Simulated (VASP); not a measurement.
A run of VASP 6.6.1 is set up as follows.

INCAR

```
SYSTEM = NbSi2
ALGO = Normal
EDIFF = 1E-7
ENCUT = 520
GGA = PE
ISIF = 2
ISMEAR = 0
LASPH = .TRUE.
LCHARG = .FALSE.
LREAL = .FALSE.
LWAVE = .FALSE.
NBANDS = 42
NELM = 80
PREC = Accurate
SIGMA = 0.05
```

Contents of KPOINTS:

```
k-points
0
G
  9 9 6
  0 0 0
```

Contents of POSCAR:

```
NbSi2
1.0
    4.8190000000      0.0000000000      0.0000000000
   -2.4095000000      4.1733764208      0.0000000000
    0.0000000000      0.0000000000      6.5920000000
Nb Si
3 6
Direct
    0.5000000000      0.0000000000      0.5000000000
    0.5000000000      0.5000000000      0.8333333333
    0.0000000000      0.5000000000      0.1666666667
    0.1599000000      0.3198000000      0.5000000000
    0.8401000000      0.1599000000      0.8333333333
    0.6802000000      0.8401000000      0.1666666667
    0.8401000000      0.6802000000      0.5000000000
    0.1599000000      0.8401000000      0.8333333333
    0.3198000000      0.1599000000      0.1666666667
```

Potentials or basis: VASP PAW PBE potentials, release 64 (Nb_sv, Si).

The run is started by

```sh
$ cat potpaw_PBE.64/Nb_sv/POTCAR potpaw_PBE.64/Si/POTCAR > POTCAR
$ mpirun -np 1 vasp_std > vasp.out
```

Estimate the largest force.

0.089 eV/Å.

Predict the band gap on the k mesh.

zero (an odd number of electrons rules out a gap without spin polarisation).

Predict the pressure.

0.0 GPa.

Forces on the atoms (eV/Å):
```
Nb   0.000  0.000  0.000
Nb   0.000  0.000  0.000
Nb   0.000  0.000  0.000
Si   0.000 -0.089  0.000
Si   0.077 -0.044  0.000
Si   0.077  0.044  0.000
Si   0.000  0.089  0.000
Si  -0.077  0.044  0.000
Si  -0.077 -0.044  0.000
```

Caveat: an odd number of electrons without spin polarisation forces a metal; a magnetic or distorted state may lie lower.
